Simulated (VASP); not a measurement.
# CaC2 (R-3m) in VASP: a series of runs

Runs on CaC2. Level: LDA. Tasks: vibrations by perturbation theory.

Program: VASP 6.6.1. These are calculated values, not measurements. Logs are shortened: lines on timing, memory, paths and dates and some standing lists are left out, and cuts for length are marked.

**1. The cell of the first run**

Symmetry: R-3m, No. 166, trigonal system. Conventional cell: a = 3.480 Å, b = 3.480 Å, c = 10.391 Å, α = 90.00°, β = 90.00°, γ = 120.00°. Ca (site symmetry -3m) has 12 C at 2.30 to 3.09 Å within 3.1 Å. Within 1.6 Å of C (site symmetry 3m) lie 1 C at 1.23 Å.

**2. Vibrations by perturbation theory, LDA**

Input file INCAR:

```
SYSTEM = CaC2
PREC = Accurate
ENCUT = 520
EDIFF = 1E-8
ISMEAR = 0
SIGMA = 0.01
LREAL = .False.
LASPH = .True.
NELM = 100
ALGO = Normal
ISIF = 2
LWAVE = .False.
LCHARG = .False.
GGA = CA
NBANDS = 16
IBRION = 8
NSW = 1
LEPSILON = .True.
```

Input file KPOINTS:

```
regular mesh
0
Gamma
  9 9 9
  0 0 0
```

Input file POSCAR:

```
CaC2
1.0
    1.7399344311      1.0045516122      3.4638219511
   -1.7399344311      1.0045516122      3.4638219511
    0.0000000000     -2.0091032244      3.4638219511
Ca C
1 2
Direct
    0.0000000000      0.0000000000      0.0000000000
    0.5589564198      0.5589564198      0.5589564198
    0.4410435802      0.4410435802      0.4410435802
```

Potentials or basis: VASP PAW LDA potentials, release 64 (Ca_sv, C).

On the command line:

```
$ cat potpaw_LDA.64/Ca_sv/POTCAR potpaw_LDA.64/C/POTCAR > POTCAR
$ mpirun -np 1 vasp_std > vasp.out
```

OUTCAR:

```text
SYSTEM = CaC2
   PREC = Accurate
   ENCUT = 520
   EDIFF = 1E-8
   ISMEAR = 0
   LREAL = .False.
   LASPH = .True.
   NELM = 100
   ISIF = 2
   GGA = CA
   IBRION = 8
   NSW = 1
   LEPSILON = .True.

 ion  position               nearest neighbor table
   1  0.000  0.000  0.000-   2 2.30   2 2.30   3 2.30   3 2.30   2 2.30   3 2.30
   2  0.559  0.559  0.559-   3 1.23   1 2.30   1 2.30   1 2.30
   3  0.441  0.441  0.441-   2 1.23   1 2.30   1 2.30   1 2.30

  LATTYP: Found a trigonal (rhomboedric) cell.
 ALAT       =     4.0043174543
 COS(alpha) =     0.6223941099

  Lattice vectors:

 A1 = (   1.7399344311,   1.0045516122,   3.4638219511)
 A2 = (  -1.7399344311,   1.0045516122,   3.4638219511)
 A3 = (   0.0000000000,  -2.0091032244,   3.4638219511)

Analysis of symmetry for initial positions (statically):
=====================================================================
 Subroutine PRICEL returns:
 Original cell was already a primitive cell.

 Routine SETGRP: Setting up the symmetry group for a
 trigonal (rhombohedral) supercell.

 Subroutine GETGRP returns: Found 12 space group operations
 (whereof 12 operations were pure point group operations)
 out of a pool of 12 trial point group operations.

The static configuration has the point symmetry D_3d.

Analysis of symmetry for dynamics (positions and initial velocities):
=====================================================================
 Subroutine PRICEL returns:
 Original cell was already a primitive cell.

 Routine SETGRP: Setting up the symmetry group for a
 trigonal (rhombohedral) supercell.

 Subroutine GETGRP returns: Found 12 space group operations
 (whereof 12 operations were pure point group operations)
 out of a pool of 12 trial point group operations.

The dynamic configuration has the point symmetry D_3d.

 Subroutine INISYM returns: Found 12 space group operations
 (whereof 12 operations are pure point group operations),
 and found     1 'primitive' translations

----------------------------------------------------------------------------------------

                                     Primitive cell

  volume of cell :      36.3255

  direct lattice vectors                    reciprocal lattice vectors
     1.739934431  1.004551612  3.463821951     0.287367151  0.165911502  0.096232814
    -1.739934431  1.004551612  3.463821951    -0.287367151  0.165911502  0.096232814
     0.000000000 -2.009103224  3.463821951     0.000000000 -0.331823004  0.096232814

  length of vectors
     4.004317454  4.004317454  4.004317454     0.345495673  0.345495673  0.345495673

  position of ions in fractional coordinates (direct lattice)
     0.000000000  0.000000000  0.000000000
     0.558956420  0.558956420  0.558956420
     0.441043580  0.441043580  0.441043580

  ion indices of the primitive-cell ions
   primitive index   ion index
                 1           1
                 2           2
                 3           3

----------------------------------------------------------------------------------------

 KPOINTS: regular mesh

Automatic generation of k-mesh.
 Grid dimensions read from file:
 generate k-points for:    9    9    9

 Generating k-lattice:

  Cartesian coordinates                     Fractional coordinates (reciprocal lattice)
     0.031929683  0.018434611  0.010692535     0.111111111 -0.000000000  0.000000000
    -0.031929683  0.018434611  0.010692535    -0.000000000  0.111111111  0.000000000
     0.000000000 -0.036869223  0.010692535     0.000000000  0.000000000  0.111111111

  Length of vectors
     0.038388408  0.038388408  0.038388408

  Shift w.r.t. Gamma in fractional coordinates (k-lattice)
     0.000000000  0.000000000  0.000000000

 Subroutine IBZKPT returns following result:
 ===========================================

[... 590 lines left out ...]
           0.000000     0.000000     7.221654
 ------------------------------------------------------

 Free energy of the ion-electron system (eV)
  ---------------------------------------------------
  ---------------------------------------------------
  free energy    TOTEN  =        -0.37132498 eV

  energy without entropy =       -0.37132498

------------------------ aborting loop because EDIFF is reached ----------------------------------------

--------------------------------------- Ionic step        2  -------------------------------------------

------------------------ aborting loop because EDIFF is reached ----------------------------------------

--------------------------------------- Ionic step        3  -------------------------------------------

------------------------ aborting loop because EDIFF is reached ----------------------------------------

 PIEZOELECTRIC TENSOR FIELD DIRECTION 3  (e Angst)
 -----------------------------------------------------------------------------
     0.00025  0.00000  0.00000           (  0.00002  0.00000  0.00000)
     0.00000  0.00025  0.00000           (  0.00000  0.00002  0.00000)
    -0.00000  0.00000 -0.00013           (  0.00000  0.00000  0.00003)

 PIEZOELECTRIC TENSOR FIELD DIRECTION 3  (C/m^2)
 -----------------------------------------------------------------------------
     0.00011  0.00000  0.00000
     0.00000  0.00011  0.00000
    -0.00000  0.00000 -0.00006

--------------------------------------- Ionic step        4  -------------------------------------------

------------------------ aborting loop because EDIFF is reached ----------------------------------------

[... ionic steps 5 to 5 ...]

--------------------------------------- Ionic step        6  -------------------------------------------

------------------------ aborting loop because EDIFF is reached ----------------------------------------

--------------------------------------- Ionic step        7  -------------------------------------------

------------------------ aborting loop because EDIFF is reached ----------------------------------------

[... ionic steps 8 to 8 ...]

--------------------------------------- Ionic step        9  -------------------------------------------

 Free energy of the ion-electron system (eV)
  ---------------------------------------------------
  ---------------------------------------------------
  free energy    TOTEN  =        -0.14322378 eV

  energy without entropy =       -0.14322378

------------------------ aborting loop because EDIFF is reached ----------------------------------------

 INTERNAL STRAIN TENSOR  FOR ION    2  DIRECTION 3   (eV/Angst):
 -----------------------------------------------------------------------------
     9.52596  0.00000  0.00000
     0.00000  9.52596  0.00000
    -0.00000  0.00000*********

 MACROSCOPIC STATIC DIELECTRIC TENSOR (including local field effects in DFT)
 ------------------------------------------------------
           4.509518     0.000000     0.000000
           0.000000     4.509518    -0.000000
           0.000000     0.000000     5.958892
 ------------------------------------------------------

 PIEZOELECTRIC TENSOR (including local field effects)  for field in x, y, z        (e  Angst)
          XX          YY          ZZ          XY          YZ          ZX
  --------------------------------------------------------------------------------
  x     0.00000     0.00000     0.00000     0.00000     0.00000     0.00000
  y     0.00000     0.00000     0.00000     0.00000     0.00000     0.00000
  z     0.00000     0.00000     0.00000     0.00000     0.00000     0.00000

 PIEZOELECTRIC TENSOR (including local field effects)  for field in x, y, z        (C/m^2)
          XX          YY          ZZ          XY          YZ          ZX
  --------------------------------------------------------------------------------
  x     0.00000     0.00000     0.00000     0.00000     0.00000     0.00000
  y     0.00000     0.00000     0.00000     0.00000     0.00000     0.00000
  z     0.00000     0.00000     0.00000     0.00000     0.00000     0.00000

 BORN EFFECTIVE CHARGES (including local field effects) (in |e|, cummulative output)
 ---------------------------------------------------------------------------------
 ion    1
    1     2.33052     0.00000     0.00000
    2     0.00000     2.33052     0.00000
    3     0.00000    -0.00000     2.27221
 ion    2
    1    -1.16526     0.00000     0.00000
    2     0.00000    -1.16526     0.00000
    3     0.00000    -0.00000    -1.13611
 ion    3
    1    -1.16526     0.00000     0.00000
    2     0.00000    -1.16526     0.00000
    3     0.00000     0.00000    -1.13611

 INTERNAL STRAIN TENSOR FOR ION    3 for displacements in x,y,z  (eV/Angst):
          X           Y           Z          XY          YZ          ZX
  --------------------------------------------------------------------------------
  x     0.00000     0.00000     0.00000     6.81447     0.00000   -11.58795
  y     6.81447    -6.81447     0.00000     0.00000   -12.13037     0.00000
  z    -9.52596    -9.52596   108.15208     0.00000    -0.00000     0.00000

 SECOND DERIVATIVES (NOT SYMMETRIZED)
 ------------------------------------
               1X          1Y          1Z          2X          2Y          2Z          3X          3Y          3Z
  1X   -12.891238    0.000000    0.000000    6.445619    0.000000    0.000000    6.445619    0.000000    0.000000
  1Y     0.000000  -12.891238    0.000000    0.000000    6.445619    0.000000    0.000000    6.445619    0.000000
  1Z     0.000000    0.000000   -6.531385    0.000000    0.000000    3.265692    0.000000    0.000000    3.265692
  2X     6.437865    0.000000    0.000000   -6.685370    0.000000    0.000000    0.247505    0.000000    0.000000
  2Y     0.000000    6.437865    0.000000    0.000000   -6.685370    0.000000   -0.000000    0.247505   -0.000000
  2Z     0.000000   -0.000000    3.254781    0.000000    0.000000  -94.589771    0.000000    0.000000   91.334990
  3X     6.437865    0.000000    0.000000    0.247505    0.000000    0.000000   -6.685370    0.000000    0.000000
  3Y     0.000000    6.437865    0.000000   -0.000000    0.247505   -0.000000    0.000000   -6.685370    0.000000
  3Z     0.000000   -0.000000    3.254781    0.000000    0.000000   91.334990    0.000000    0.000000  -94.589771

 Eigenvectors and eigenvalues of the dynamical matrix
 ----------------------------------------------------

   1 f  =   61.507738 THz   386.464518 2PiTHz 2051.677311 cm-1   254.375452 meV
             X         Y         Z           dx          dy          dz
      0.000000  0.000000  0.000000    -0.000000    0.000000   -0.000000
      0.000000  0.000000  5.808377    -0.000000    0.000000   -0.707107
      0.000000  0.000000  4.583089     0.000000   -0.000000    0.707107
[... 43 lines left out ...]
   9 f/i=    0.008345 THz     0.052435 2PiTHz    0.278371 cm-1     0.034514 meV
             X         Y         Z           dx          dy          dz
      0.000000  0.000000  0.000000    -0.000000   -0.000000    0.790226
      0.000000  0.000000  5.808377    -0.000000   -0.000000    0.433326
      0.000000  0.000000  4.583089    -0.000000   -0.000000    0.433326

--------------------------------------------------------------------------------------------------------

 MACROSCOPIC STATIC DIELECTRIC TENSOR IONIC CONTRIBUTION
 ------------------------------------------------------
           2.099611    -0.000000    -0.000000
          -0.000000     2.099611    -0.000000
          -0.000000    -0.000000     3.942129
 ------------------------------------------------------

 ELASTIC MODULI CONTR FROM IONIC RELAXATION (kBar)
 Direction    XX          YY          ZZ          XY          YZ          ZX
 --------------------------------------------------------------------------------
 XX        -633.9063    547.7993    488.8043      0.0000   1051.7717     -0.0000
 YY         547.7993   -633.9063    488.8043      0.0000  -1051.7717     -0.0000
 ZZ         488.8043    488.8043  -5549.5931     -0.0000     -0.0000      0.0000
 XY           0.0000      0.0000     -0.0000   -590.8528      0.0000   1004.7409
 YZ        1051.7717  -1051.7717     -0.0000      0.0000  -1872.2491     -0.0000
 ZX          -0.0000     -0.0000      0.0000   1004.7409     -0.0000  -1708.5544
 --------------------------------------------------------------------------------

 PIEZOELECTRIC TENSOR IONIC CONTR  for field in x, y, z        (C/m^2)
          XX          YY          ZZ          XY          YZ          ZX
  --------------------------------------------------------------------------------
  x    -0.00000     0.00000    -0.00000     0.00000     0.00000    -0.00000
  y     0.00000    -0.00000    -0.00000     0.00000     0.00000    -0.00000
  z     0.00000    -0.00000     0.00000     0.00000    -0.00000    -0.00000
```

Wall time 32 min (1 thread of Intel Xeon Platinum 8488C (Sapphire Rapids), shared host); peak memory 0.57 GiB.

Results:

```
Electronic dielectric tensor (diagonal) : 4.51, 4.51, 5.96
Born charges (mean of the diagonal)     : Ca +2.31; C -1.16 e
Highest phonon frequency at Γ           : 2052 cm⁻¹
```

Phonon frequencies in cm⁻¹ (negative: imaginary):
```csv
q point,frequencies
"(0.000, 0.000, 0.000)",0 0 0 344 396 396 483 483 2052
```

Electronic dielectric tensor:
```
4.51 0.00 0.00
0.00 4.51 0.00
0.00 0.00 5.96
```

Born effective charge tensors (e):
atom 1, Ca
```
2.33 0.00 0.00
0.00 2.33 0.00
0.00 0.00 2.27
```
atom 2, C
```
-1.17  0.00  0.00
 0.00 -1.17  0.00
 0.00  0.00 -1.14
```
atom 3, C
```
-1.17  0.00  0.00
 0.00 -1.17  0.00
 0.00  0.00 -1.14
```

Caveat: the cell stands under pressure or tension, which shifts response properties.

(Part 1 of 2 ends here.)
